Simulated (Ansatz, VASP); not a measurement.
## One calculation of Sb, two programs

```
Sb
1.0
     2.15948    1.24677    3.68555
    -2.15948    1.24677    3.68555
     0.00000   -2.49355    3.68555
Sb
2
Direct
  0.23604 0.23604 0.23604
  0.76396 0.76396 0.76396
```

Alike in both runs: task single point; functional PBEsol; k mesh 12 × 12 × 12; occupations fermi-dirac, width 0.1 eV; no spin polarisation.

```csv
,VASP,Ansatz
version,VASP 6.6.1,Ansatz 0.2.0
potentials or method,"VASP PAW PBE potentials, release 64 (Sb), cutoff 500 eV","all-electron LAPW, scalar-relativistic"
```

```tsv
	VASP	Ansatz	Ansatz less VASP
pressure (GPa)	0.2	0.0	-0.16
rms of the force components (eV/Å)	0.027	0.001	-0.0267
```

VASP's potentials were made for PBE, not for PBEsol. Atom by atom the forces differ by 0.028 eV/Å (rms over components). Ansatz ran all-electron here, and VASP with PAW potentials. Ansatz's warnings: optics on partly filled bands.

Spin-orbit coupling is off throughout.
